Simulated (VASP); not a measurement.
**AlAs: single point with PBE0**

The system is AlAs.

```
Al As
1.0
     0.00000    2.83822    2.83822
     2.83822    0.00000    2.83822
     2.83822    2.83822    0.00000
Al As
1 1
Cartesian
  0.0000 0.0000 0.0000
  1.4191 1.4191 1.4191
```

| Item | Value |
| --- | --- |
| Program | VASP 6.6.1 |
| Task | single point |
| Functional | PBE0 |
| Potentials or basis | VASP PAW PBE potentials, release 64 (Al, As) |
| Cutoff | 400 eV |
| k mesh | 8 × 8 × 8 |
| Occupations | fermi-dirac, width 0.02 eV |
| Spin | no spin polarisation |

* Pressure: -0.1 GPa
* Band gap on the k mesh: 2.76 eV (least direct gap 3.49 eV)

Levels at points of the mesh, in eV from the valence-band top:
| k point | band 2 | band 3 | band 4 | band 5 | band 6 | band 7 |
| --- | --- | --- | --- | --- | --- | --- |
| (0.00, 0.00, 0.00) | 0.00 | 0.00 | 0.00 | 3.49 | 5.82 | 5.82 |
| (0.50, 0.00, 0.00) | -6.18 | -0.91 | -0.91 | 3.54 | 6.24 | 6.24 |
| (0.50, 0.50, 0.00) | -6.04 | -2.40 | -2.40 | 2.76 | 3.66 | 12.32 |

It took 39 min on 1 thread of AMD EPYC 7R43 64-Core Processor (Zen 3), with other jobs on the host, peak memory 0.15 GiB.

Caveat: the PAW data sets were made with another functional, which shifts forces and pressure a little. A k mesh can miss the band edges.
